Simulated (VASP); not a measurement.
# Li2S (Fm-3m) in VASP: a series of runs, part 2 of 3

VASP 6.6.1. The steps go on from the part before.

### 3 Electric field gradients, LDA

File INCAR:

```
SYSTEM = Li2S
PREC = Accurate
ENCUT = 650
EDIFF = 1E-8
ISMEAR = -1
SIGMA = 0.02
LREAL = .FALSE.
LASPH = .TRUE.
NELM = 120
ALGO = Normal
ISIF = 2
LWAVE = .FALSE.
LCHARG = .FALSE.
LEFG = .TRUE.
NBANDS = 13
GGA_COMPAT = .FALSE.
```

File KPOINTS:

```
regular mesh
0
G
  7 7 7
  0 0 0
```

File POSCAR:

```
Li2S
1.0
    0.0000000000      2.8540000000      2.8540000000
    2.8540000000      0.0000000000      2.8540000000
    2.8540000000      2.8540000000      0.0000000000
Li S
2 1
Direct
    0.2500000000      0.2500000000      0.2500000000
    0.7500000000      0.7500000000      0.7500000000
    0.0000000000      0.0000000000      0.0000000000
```

Potentials or basis: VASP PAW LDA potentials, release 64 (Li_sv, S).

Launch:

```bash
$ cat potpaw_LDA.64/Li_sv/POTCAR potpaw_LDA.64/S/POTCAR > POTCAR
$ mpirun -np 1 vasp_std > vasp.out
```

OUTCAR:

```text
SYSTEM = Li2S
   PREC = Accurate
   ENCUT = 650
   EDIFF = 1E-8
   ISMEAR = -1
   LREAL = .FALSE.
   LASPH = .TRUE.
   NELM = 120
   ISIF = 2

 ion  position               nearest neighbor table
   1  0.250  0.250  0.250-   3 2.47   3 2.47   3 2.47   3 2.47
   2  0.750  0.750  0.750-   3 2.47   3 2.47   3 2.47   3 2.47
   3  0.000  0.000  0.000-   2 2.47   2 2.47   2 2.47   1 2.47   2 2.47   1 2.47   1 2.47   1 2.47

  LATTYP: Found a face centered cubic cell.
 ALAT       =     5.7080000000

  Lattice vectors:

 A1 = (   0.0000000000,   2.8540000000,   2.8540000000)
 A2 = (   2.8540000000,   0.0000000000,   2.8540000000)
 A3 = (   2.8540000000,   2.8540000000,   0.0000000000)

Analysis of symmetry for initial positions (statically):
=====================================================================
 Subroutine PRICEL returns:
 Original cell was already a primitive cell.

 Routine SETGRP: Setting up the symmetry group for a
 face centered cubic supercell.

 Subroutine GETGRP returns: Found 48 space group operations
 (whereof 48 operations were pure point group operations)
 out of a pool of 48 trial point group operations.

The static configuration has the point symmetry O_h .

Analysis of symmetry for dynamics (positions and initial velocities):
=====================================================================
 Subroutine PRICEL returns:
 Original cell was already a primitive cell.

 Routine SETGRP: Setting up the symmetry group for a
 face centered cubic supercell.

[... 469 lines left out ...]
      8       8.5873      0.00000
      9       9.9982      0.00000
     10      10.5220      0.00000
     11      12.0604      0.00000
     12      12.2834      0.00000
     13      14.6913      0.00000

------------------------ aborting loop because EDIFF is reached ----------------------------------------

  FORCE on cell =-STRESS in cart. coord.  units (eV):
  Direction    XX          YY          ZZ          XY          YZ          ZX
  --------------------------------------------------------------------------------------
  -------------------------------------------------------------------------------------
  Total       -0.9041162     -0.9041162     -0.9041162      0.0000000     -0.0000000      0.0000000
  in kB      -31.1560880    -31.1560880    -31.1560880      0.0000000     -0.0000000      0.0000000
  external PRESSURE =     -31.1560880 kB  Pullay stress =       0.0000000 kB

 VOLUME and BASIS-vectors are now :
 -----------------------------------------------------------------------------
  energy-cutoff  :      650.00
  volume of cell :       46.49
      direct lattice vectors                 reciprocal lattice vectors
     0.000000000  2.854000000  2.854000000    -0.175192712  0.175192712  0.175192712
     2.854000000  0.000000000  2.854000000     0.175192712 -0.175192712  0.175192712
     2.854000000  2.854000000  0.000000000     0.175192712  0.175192712 -0.175192712

 POSITION                                       TOTAL-FORCE (eV/Angst)
 -----------------------------------------------------------------------------------
      1.42700      1.42700      1.42700        -0.000000     -0.000000     -0.000000
      4.28100      4.28100      4.28100         0.000000      0.000000      0.000000
      0.00000      0.00000      0.00000        -0.000000      0.000000      0.000000
 -----------------------------------------------------------------------------------
    total drift:                                0.000000      0.000000      0.000000

  FREE ENERGIE OF THE ION-ELECTRON SYSTEM (eV)
  ---------------------------------------------------
  free  energy   TOTEN  =       -12.9812713397 eV

  energy  without entropy=      -12.9812713397  energy(sigma->0) =      -12.98127134

 Electric field gradients (V/A^2)
---------------------------------------------------------------------
 ion       V_xx      V_yy      V_zz      V_xy      V_xz      V_yz
---------------------------------------------------------------------
   1      -0.000     0.000    -0.000     0.003     0.003     0.003
   2      -0.000    -0.000    -0.000     0.003     0.003     0.003
   3      -0.000     0.000    -0.000     0.000     0.000     0.000
---------------------------------------------------------------------

 Electric field gradients after diagonalization (V/A^2)
 (convention: |V_zz| > |V_xx| > |V_yy|)
----------------------------------------------------------------------
 ion       V_xx      V_yy      V_zz     asymmetry (V_yy - V_xx)/ V_zz
----------------------------------------------------------------------
   1      -0.003    -0.003     0.005       0.000
   2      -0.003    -0.003     0.005       0.000
   3      -0.000    -0.000     0.000       0.000
----------------------------------------------------------------------

           NMR quadrupolar parameters

 Cq : quadrupolar parameter    Cq=e*Q*V_zz/h
 eta: asymmetry parameters     (V_yy - V_xx)/ V_zz
 Q  : nuclear electric quadrupole moment in mb (millibarn)
----------------------------------------------------------------------
 ion       Cq(MHz)       eta       Q (mb)
----------------------------------------------------------------------
   1       0.000       0.000       1.000
   2       0.000       0.000       1.000
   3       0.000       0.000       1.000
----------------------------------------------------------------------
```

Wall time 8.3 s (1 thread of Intel Xeon 6975P-C (Granite Rapids), shared host); peak memory 0.17 GiB.

What came out:

* Free energy: -12.9813 eV
* Pressure: -3.1 GPa
* Band gap on the k mesh: 3.32 eV, indirect (least direct gap 4.04 eV)

Levels at points of the mesh, in eV from the valence-band top:
```tsv
k point	band 3	band 4	band 5	band 6	band 7	band 8	band 9	band 10
(0.00, 0.00, 0.00)	-10.96	0.00	0.00	0.00	4.04	6.01	6.01	6.01
```

Caveat: without QUAD_EFG the Cq values of the log hold for a quadrupole moment of 1 mb, not for the nuclei. A k mesh can miss the band edges.

### 4 Electric field gradients, LDA (volume scaled by 0.98)

File INCAR:

```
SYSTEM = Li2S
ALGO = Normal ; EDIFF = 1E-8
ENCUT = 650 ; GGA_COMPAT = .FALSE.
ISIF = 2 ; ISMEAR = -1
LASPH = .TRUE. ; LCHARG = .FALSE.
LEFG = .TRUE. ; LREAL = .FALSE.
LWAVE = .FALSE. ; NBANDS = 13
NELM = 120 ; PREC = Accurate
SIGMA = 0.02
```

File KPOINTS:

```
k-points
0
G
  7 7 7
  0 0 0
```

File POSCAR:

```
Li2S
1.0
    0.0000000000      2.8348450604      2.8348450604
    2.8348450604      0.0000000000      2.8348450604
    2.8348450604      2.8348450604      0.0000000000
Li S
2 1
Direct
    0.2500000000      0.2500000000      0.2500000000
    0.7500000000      0.7500000000      0.7500000000
    0.0000000000      0.0000000000      0.0000000000
```

Potentials or basis: VASP PAW LDA potentials, release 64 (Li_sv, S).

Launch:

```bash
$ cat potpaw_LDA.64/Li_sv/POTCAR potpaw_LDA.64/S/POTCAR > POTCAR
$ mpirun -np 1 vasp_std > vasp.out
```

OUTCAR:

```text
SYSTEM = Li2S
   EDIFF = 1E-8
   ENCUT = 650
   ISIF = 2
   ISMEAR = -1
   LASPH = .TRUE.
   LREAL = .FALSE.
   NELM = 120
   PREC = Accurate

 ion  position               nearest neighbor table
   1  0.250  0.250  0.250-   3 2.46   3 2.46   3 2.46   3 2.46
   2  0.750  0.750  0.750-   3 2.46   3 2.46   3 2.46   3 2.46
   3  0.000  0.000  0.000-   1 2.46   2 2.46   2 2.46   2 2.46   2 2.46   1 2.46   1 2.46   1 2.46

  LATTYP: Found a face centered cubic cell.
 ALAT       =     5.6696901208

  Lattice vectors:

 A1 = (   0.0000000000,   2.8348450604,   2.8348450604)
 A2 = (   2.8348450604,   0.0000000000,   2.8348450604)
 A3 = (   2.8348450604,   2.8348450604,   0.0000000000)

Analysis of symmetry for initial positions (statically):
=====================================================================
 Subroutine PRICEL returns:
 Original cell was already a primitive cell.

 Routine SETGRP: Setting up the symmetry group for a
[... 509 lines left out ...]
     2.834845060  2.834845060  0.000000000     0.176376482  0.176376482 -0.176376482

 POSITION                                       TOTAL-FORCE (eV/Angst)
 -----------------------------------------------------------------------------------
      1.41742      1.41742      1.41742        -0.000000     -0.000000     -0.000000
      4.25227      4.25227      4.25227         0.000000      0.000000      0.000000
      0.00000      0.00000      0.00000         0.000000      0.000000      0.000000
 -----------------------------------------------------------------------------------
    total drift:                                0.000000      0.000000      0.000000

  FREE ENERGIE OF THE ION-ELECTRON SYSTEM (eV)
  ---------------------------------------------------
  free  energy   TOTEN  =       -12.9963888874 eV

  energy  without entropy=      -12.9963888874  energy(sigma->0) =      -12.99638889

 Electric field gradients (V/A^2)
---------------------------------------------------------------------
 ion       V_xx      V_yy      V_zz      V_xy      V_xz      V_yz
---------------------------------------------------------------------
   1       0.000     0.000     0.000     0.002     0.002     0.002
   2       0.000     0.000     0.000     0.002     0.002     0.002
   3      -0.000     0.000    -0.000     0.000     0.000     0.000
---------------------------------------------------------------------

 Electric field gradients after diagonalization (V/A^2)
 (convention: |V_zz| > |V_xx| > |V_yy|)
----------------------------------------------------------------------
 ion       V_xx      V_yy      V_zz     asymmetry (V_yy - V_xx)/ V_zz
----------------------------------------------------------------------
   1      -0.002    -0.002     0.005       0.000
   2      -0.002    -0.002     0.005       0.000
   3      -0.000    -0.000     0.000       0.000
----------------------------------------------------------------------

           NMR quadrupolar parameters

 Cq : quadrupolar parameter    Cq=e*Q*V_zz/h
 eta: asymmetry parameters     (V_yy - V_xx)/ V_zz
 Q  : nuclear electric quadrupole moment in mb (millibarn)
----------------------------------------------------------------------
 ion       Cq(MHz)       eta       Q (mb)
----------------------------------------------------------------------
   1       0.000       0.000       1.000
   2       0.000       0.000       1.000
   3       0.000       0.000       1.000
----------------------------------------------------------------------
```

OSZICAR:

```text
N       E                     dE             d eps       ncg     rms          rms(c)
DAV:   1     0.540759435516E+02    0.54076E+02   -0.60904E+03   520   0.105E+03
DAV:   2    -0.574924628433E+01   -0.59825E+02   -0.55695E+02   631   0.220E+02
DAV:   3    -0.131646245769E+02   -0.74154E+01   -0.73684E+01   962   0.505E+01
DAV:   4    -0.133340221459E+02   -0.16940E+00   -0.16934E+00   704   0.106E+01
DAV:   5    -0.133375905327E+02   -0.35684E-02   -0.35682E-02   818   0.124E+00    0.390E+00
DAV:   6    -0.130317073367E+02    0.30588E+00   -0.48884E-01   629   0.275E+00    0.284E+00
DAV:   7    -0.129983417375E+02    0.33366E-01   -0.10925E-01   758   0.142E+00    0.165E+00
DAV:   8    -0.129968306518E+02    0.15111E-02   -0.17864E-02   707   0.738E-01    0.693E-01
DAV:   9    -0.129964501077E+02    0.38054E-03   -0.65383E-04   760   0.145E-01    0.449E-01
DAV:  10    -0.129963965927E+02    0.53515E-04   -0.25432E-04   630   0.855E-02    0.342E-02
DAV:  11    -0.129963891358E+02    0.74569E-05   -0.67617E-05   684   0.455E-02    0.694E-02
DAV:  12    -0.129963891480E+02   -0.12181E-07   -0.48045E-06   719   0.156E-02    0.299E-02
DAV:  13    -0.129963889135E+02    0.23456E-06   -0.65806E-07   697   0.623E-03    0.451E-03
DAV:  14    -0.129963888951E+02    0.18312E-07   -0.66592E-08   817   0.175E-03    0.168E-03
DAV:  15    -0.129963888874E+02    0.77343E-08   -0.34067E-08   697   0.103E-03
   1 F= -.12996389E+02 E0= -.12996389E+02  d E =-.130489E-10
```

Run time: 7.9 s. Hardware: 1 thread of Intel Xeon 6975P-C (Granite Rapids), shared host; peak memory 0.16 GiB.

Results:

* Free energy: -12.9964 eV
* Pressure: -2.4 GPa
* Band gap on the k mesh: 3.31 eV, indirect (least direct gap 4.14 eV)

Caveat: without QUAD_EFG the Cq values of the log hold for a quadrupole moment of 1 mb, not for the nuclei. A k mesh can miss the band edges.

(Part 2 of 3 ends here.)
